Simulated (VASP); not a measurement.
# PbSe (Cmcm) in VASP: notebook

The runs below take PbSe through single point, relaxation of cell and atoms, with PBEsol, r2SCAN+rVV10.

Everything below comes from runs of VASP 6.6.1. Logs are shortened: lines on timing, memory, paths and dates and some standing lists are left out, and cuts for length are marked.

**1. The cell of the first run**

It takes space group Cmcm (No. 63, orthorhombic). Conventional cell: a = 4.234 Å, b = 11.825 Å, c = 4.417 Å, α = 90.00°, β = 90.00°, γ = 90.00°. Pb (site symmetry m2m) has 7 Se at 2.82 to 3.75 Å and 2 Pb at 3.75 Å within 3.8 Å. Se (site symmetry m2m) has 7 Pb at 2.82 to 3.75 Å and 2 Se at 3.85 Å within 3.9 Å.

**2. Single point, PBEsol**

Input file INCAR:

```
PREC = Accurate ; ENCUT = 520
EDIFF = 1E-6 ; ISMEAR = -1
SIGMA = 0.03 ; LREAL = False
LASPH = True ; NELM = 80
ALGO = Normal ; ISIF = 2
LWAVE = False ; LCHARG = False
GGA = PS ; NBANDS = 28
```

Input file KPOINTS:

```
regular mesh
0
Gamma
  6 6 6
```

Input file POSCAR:

```
PbSe
1.0
    2.1171700305     -5.9125067532      0.0000000000
    2.1171700305      5.9125067532      0.0000000000
    0.0000000000      0.0000000000      4.4167436367
Pb Se
2 2
Direct
    0.6279304323      0.3720695677      0.7500000000
    0.3720695677      0.6279304323      0.2500000000
    0.8664590704      0.1335409296      0.7500000000
    0.1335409296      0.8664590704      0.2500000000
```

Potentials or basis: VASP PAW PBE potentials, release 64 (Pb_d, Se).

Started as:

```
> cat potpaw_PBE.64/Pb_d/POTCAR potpaw_PBE.64/Se/POTCAR > POTCAR
> mpirun -np 1 vasp_std > vasp.out
```

OUTCAR:

```text
PREC = Accurate
   ENCUT = 520
   EDIFF = 1E-6
   ISMEAR = -1
   LREAL = False
   LASPH = True
   NELM = 80
   ISIF = 2
   GGA = PS

 ion  position               nearest neighbor table
   1  0.628  0.372  0.750-   3 2.82   4 3.06   4 3.06   4 3.06   4 3.06   2 3.75   2 3.75
   2  0.372  0.628  0.250-   4 2.82   3 3.06   3 3.06   3 3.06   3 3.06   1 3.75   1 3.75
   3  0.866  0.134  0.750-   1 2.82   2 3.06   2 3.06   2 3.06   2 3.06
   4  0.134  0.866  0.250-   2 2.82   1 3.06   1 3.06   1 3.06   1 3.06

  LATTYP: Found a base centered orthorhombic cell.
 ALAT       =     4.2343400610
 B/A-ratio  =     2.7926461588
 C/A-ratio  =     1.0430772146

  Lattice vectors:

 A1 = (   2.1171700305,  -5.9125067532,   0.0000000000)
 A2 = (   2.1171700305,   5.9125067532,   0.0000000000)
 A3 = (   0.0000000000,   0.0000000000,   4.4167436367)

Analysis of symmetry for initial positions (statically):
=====================================================================
 Subroutine PRICEL returns:
 Original cell was already a primitive cell.

 Routine SETGRP: Setting up the symmetry group for a
 base centered orthorhombic supercell.

 Subroutine GETGRP returns: Found  8 space group operations
 (whereof  4 operations were pure point group operations)
 out of a pool of  8 trial point group operations.

The static configuration has the point symmetry C_2h.
 The point group associated with its full space group is D_2h.

Analysis of symmetry for dynamics (positions and initial velocities):
=====================================================================
 Subroutine PRICEL returns:
 Original cell was already a primitive cell.

 Routine SETGRP: Setting up the symmetry group for a
 base centered orthorhombic supercell.

 Subroutine GETGRP returns: Found  8 space group operations
 (whereof  4 operations were pure point group operations)
 out of a pool of  8 trial point group operations.

The dynamic configuration has the point symmetry C_2h.
 The point group associated with its full space group is D_2h.

 Subroutine INISYM returns: Found  8 space group operations
 (whereof  4 operations are pure point group operations),
 and found     1 'primitive' translations

----------------------------------------------------------------------------------------

                                     Primitive cell

  volume of cell :     110.5757

  direct lattice vectors                    reciprocal lattice vectors
     2.117170031 -5.912506753  0.000000000     0.236164310 -0.084566500  0.000000000
     2.117170031  5.912506753  0.000000000     0.236164310  0.084566500  0.000000000
     0.000000000  0.000000000  4.416743637     0.000000000  0.000000000  0.226411149

  length of vectors
     6.280138935  6.280138935  4.416743637     0.250848708  0.250848708  0.226411149

  position of ions in fractional coordinates (direct lattice)
     0.627930432  0.372069568  0.750000000
     0.372069568  0.627930432  0.250000000
     0.866459070  0.133540930  0.750000000
     0.133540930  0.866459070  0.250000000

  ion indices of the primitive-cell ions
   primitive index   ion index
                 1           1
                 2           2
                 3           3
                 4           4

----------------------------------------------------------------------------------------

 KPOINTS: regular mesh

Automatic generation of k-mesh.
 Grid dimensions read from file:
 generate k-points for:    6    6    6

 Generating k-lattice:

  Cartesian coordinates                     Fractional coordinates (reciprocal lattice)
     0.039360718 -0.014094417  0.000000000     0.166666667  0.000000000  0.000000000
     0.039360718  0.014094417  0.000000000     0.000000000  0.166666667  0.000000000
     0.000000000  0.000000000  0.037735191     0.000000000  0.000000000  0.166666667

  Length of vectors
     0.041808118  0.041808118  0.037735191

  Shift w.r.t. Gamma in fractional coordinates (k-lattice)
     0.000000000  0.000000000  0.000000000

 Subroutine IBZKPT returns following result:
 ===========================================

 Found     52 irreducible k-points:

 Following reciprocal coordinates:
            Coordinates               Weight
  0.000000  0.000000  0.000000      1.000000
  0.166667  0.000000  0.000000      4.000000
  0.333333  0.000000  0.000000      4.000000
  0.500000  0.000000  0.000000      2.000000
  0.166667  0.166667  0.000000      2.000000
  0.333333  0.166667  0.000000      4.000000
[... 16 lines left out ...]
  0.333333  0.333333  0.166667      4.000000
  0.500000  0.333333  0.166667      8.000000
 [... further k-points ...]
   k-points           NKPTS =     52   k-points in BZ     NKDIM =     52   number of bands    NBANDS=     28
   number of dos      NEDOS =    301   number of ions     NIONS =      4
   total plane-waves  NPLWV =  82944
   dimension x,y,z NGX =    48 NGY =   48 NGZ =   36
   dimension x,y,z NGXF=    96 NGYF=   96 NGZF=   72
   ions per type =               2   2
   NGX,Y,Z   is equivalent  to a cutoff of  12.71, 12.71, 13.55 a.u.
   NGXF,Y,Z  is equivalent  to a cutoff of  25.41, 25.41, 27.10 a.u.
 SYSTEM =  unknown system
   PREC   = accura    normal or accurate (medium, high low for compatibility)
   ISTART =      0    job   : 0-new  1-cont  2-samecut
   ICHARG =      2    charge: 1-file 2-atom 10-const
   ISPIN  =      1    spin polarized calculation?
   LNONCOLLINEAR =      F non collinear calculations
   LSORBIT =      F    spin-orbit coupling
   LASPH  =      T    aspherical Exc in radial PAW
   ENCUT  =  520.0 eV  38.22 Ry    6.18 a.u.  11.68 11.68  8.21*2*pi/ulx,y,z
   NELM   =     80;   NELMIN=  2; NELMDL= -5     # of ELM steps
   EDIFF  = 0.1E-05   stopping-criterion for ELM
   LREAL  =      F    real-space projection
[... 7 lines left out ...]
   TEBEG  =    0.0;   TEEND  =   0.0 temperature during run
   PSTRESS=    0.0 pullay stress
   NELECT =      40.0000    total number of electrons
   NUPDOWN=      -1.0000    fix difference up-down
   EMIN   =  10.00;   EMAX   =-10.00  energy-range for DOS
   EFERMI =   0.00;   METHOD = LEGACY
   ISMEAR =    -1;   SIGMA  =   0.03  broadening in eV -4-tet -1-fermi 0-gaus
   EFERMI_NEDOS =   21; number of points for ismear=-14 and -15
   IALGO  =     38    algorithm
   IMIX   =      4    mixing-type and parameters
     AMIX     =   0.40;   BMIX     =  1.00
     AMIX_MAG =   1.60;   BMIX_MAG =  1.00
  volume/ion in A,a.u.               =      27.64       186.55
  Fermi-wavevector in a.u.,A,eV,Ry     =   1.166474  2.204316 18.512917  1.360661
  Thomas-Fermi vector in A             =   2.302986
   LORBIT       =      0    0 simple, 1 ext, 2 COOP (PROOUT), +10 PAW based schemes
   GGA     = PS    functional components
   LHFCALC =     F    Hartree Fock is set to
   AEXX    =    0.0000 exact exchange contribution
   IVDW    =     0    specifies the selected vdW correction
   LEPSILON=     F    determine dielectric tensor
   LRPA    =     F    only Hartree local field effects (RPA)
 non-spin polarized calculation
  energy-cutoff  :      520.00
  volume of cell :      110.58
 maximum number of plane-waves:      2998
   NGX = 23   NGY = 23   NGZ = 17

 number of electron      40.0000001 magnetization

 Free energy of the ion-electron system (eV)
  ---------------------------------------------------
  ext. energy  EPLUGINS =         0.00000000
  ---------------------------------------------------
  free energy    TOTEN  =       -17.66000983 eV

  energy without entropy =      -17.66000982  energy(sigma->0) =      -17.66000982

 E-fermi :   5.2519     XC(G=0):  -9.9242

 val. band max:        4.8097103346   @ k =   0.0000   0.0000   0.5000
 cond. band min:       5.7106494954   @ k =   0.3333   0.3333   0.1667
 fundamental gap:      0.9009391608
 Fermi energy:         5.2518557583

 k-point     1 :       0.0000    0.0000    0.0000
  band No.  band energies     occupation
      1     -11.6939      2.00000
      2     -11.5968      2.00000
      3     -11.5929      2.00000
      4     -11.5730      2.00000
      5     -11.5499      2.00000
      6     -11.5468      2.00000
[... 20 lines left out ...]
     27      10.4956      0.00000
     28      11.4428      0.00000

 k-point     2 :       0.1667    0.0000    0.0000
  band No.  band energies     occupation
      1     -11.6772      2.00000
      2     -11.5945      2.00000
      3     -11.5861      2.00000
      4     -11.5615      2.00000
      5     -11.5595      2.00000
      6     -11.5505      2.00000
[... 20 lines left out ...]
     27      10.8380      0.00000
     28      11.7207      0.00000

 k-point     3 :       0.3333    0.0000    0.0000
  band No.  band energies     occupation
      1     -11.6395      2.00000
      2     -11.5923      2.00000
      3     -11.5806      2.00000
      4     -11.5777      2.00000
      5     -11.5554      2.00000
      6     -11.5551      2.00000
[... 20 lines left out ...]
     27      12.3462      0.00000
     28      12.5188      0.00000

 k-point     4 :       0.5000    0.0000    0.0000
  band No.  band energies     occupation
      1     -11.6096      2.00000
      2     -11.5927      2.00000
      3     -11.5920      2.00000
      4     -11.5879      2.00000
      5     -11.5603      2.00000
      6     -11.5551      2.00000
[... 578 lines left out ...]
     27      10.3547      0.00000
     28      11.9802      0.00000

 k-point    23 :       0.3333    0.3333    0.1667
  band No.  band energies     occupation
      1     -11.6356      2.00000
      2     -11.6063      2.00000
      3     -11.5904      2.00000
      4     -11.5680      2.00000
      5     -11.5586      2.00000
      6     -11.5537      2.00000
[... 20 lines left out ...]
     27      11.8576      0.00000
     28      12.2703      0.00000

 k-point    24 :       0.5000    0.3333    0.1667
  band No.  band energies     occupation
      1     -11.6558      2.00000
      2     -11.5886      2.00000
      3     -11.5796      2.00000
      4     -11.5659      2.00000
      5     -11.5548      2.00000
      6     -11.5522      2.00000
[... 20 lines left out ...]
     27      11.8291      0.00000
     28      12.0864      0.00000

 [... further k-points ...]

------------------------ aborting loop because EDIFF is reached ----------------------------------------

  FORCE on cell =-STRESS in cart. coord.  units (eV):
  Direction    XX          YY          ZZ          XY          YZ          ZX
  --------------------------------------------------------------------------------------
  -------------------------------------------------------------------------------------
  Total        0.0070307      0.0221112      0.0104084      0.0000000      0.0000000      0.0000000
  in kB        0.1018703      0.3203792      0.1508114      0.0000000      0.0000000      0.0000000
  external PRESSURE =       0.1910203 kB  Pullay stress =       0.0000000 kB

 VOLUME and BASIS-vectors are now :
 -----------------------------------------------------------------------------
  energy-cutoff  :      520.00
  volume of cell :      110.58
      direct lattice vectors                 reciprocal lattice vectors
     2.117170031 -5.912506753  0.000000000     0.236164310 -0.084566500  0.000000000
     2.117170031  5.912506753  0.000000000     0.236164310  0.084566500  0.000000000
     0.000000000  0.000000000  4.416743637     0.000000000  0.000000000  0.226411149

 POSITION                                       TOTAL-FORCE (eV/Angst)
 -----------------------------------------------------------------------------------
      2.11717     -1.51278      3.31256         0.000000      0.008375      0.000000
      2.11717      1.51278      1.10419         0.000000     -0.008375     -0.000000
      2.11717     -4.33338      3.31256         0.000000     -0.008860      0.000000
      2.11717      4.33338      1.10419         0.000000      0.008860      0.000000
 -----------------------------------------------------------------------------------
    total drift:                               -0.000000     -0.000000      0.000000

  FREE ENERGIE OF THE ION-ELECTRON SYSTEM (eV)
  ---------------------------------------------------
  free  energy   TOTEN  =       -17.6600098257 eV

  energy  without entropy=      -17.6600098172  energy(sigma->0) =      -17.66000982
```

Run time: 96 s. Hardware: 1 thread of AMD EPYC 9R45 (Zen 5), shared host; peak memory 0.31 GiB.

Results:

| Property | Result |
| --- | --- |
| Free energy | -17.6600 eV |
| Pressure | 0.0 GPa |
| Largest force | 0.009 eV/Å |
| Band gap on the k mesh | 0.90 eV (least direct gap 1.07 eV) |

Forces in eV/Å, atoms in the order of the input:
```
Pb   0.000  0.008  0.000
Pb   0.000 -0.008  0.000
Se   0.000 -0.009  0.000
Se   0.000  0.009  0.000
```

Caveat: the PAW data sets were made with another functional, which shifts forces and pressure a little; spin-orbit coupling is left out, which moves the levels of the heavy elements. A k mesh can miss the band edges.

(Continued in part 2 of 2.)
